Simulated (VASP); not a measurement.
Runs of VASP 6.6.1 on NaSrCl3. The structure is that of space group Pm-3m (No. 221), or close to it. The cells are those of the table. 

| level | cell | smearing | gap on the mesh (eV) | pressure (GPa) |
| --- | --- | --- | --- | --- |
| r2SCAN | a = 5.653, b = 5.653, c = 5.620 Å, 5 atoms | gaussian 0.01 eV | (b) | -0.2 |
| PBE | a = 5.625, b = 5.625, c = 5.400 Å, 5 atoms | fermi-dirac 0.02 eV | (c) | 1.5 |
| r2SCAN | a = 5.625, b = 5.625, c = 5.400 Å, 5 atoms | gaussian 0.01 eV | 4.42 | 1.1 |
| r2SCAN | a = 5.626 Å, angles 90.0, 90.0, 88.9°, 5 atoms | gaussian 0.01 eV | (a) | 0.0 |

Alike in all rows: task single point; potentials or basis VASP PAW PBE potentials, release 64 (Na_pv, Sr_sv, Cl); no spin polarisation; k mesh 4 × 4 × 4; cutoff (eV) 520.

Q: Estimate the missing entries.

A: (a) 4.39; (b) 4.38; (c) 3.65.

Caveats: the PAW data sets were made with another functional, which shifts forces and pressure a little (at least some runs).

A k mesh can miss the band edges, and the runs leave out spin-orbit coupling on Sr.
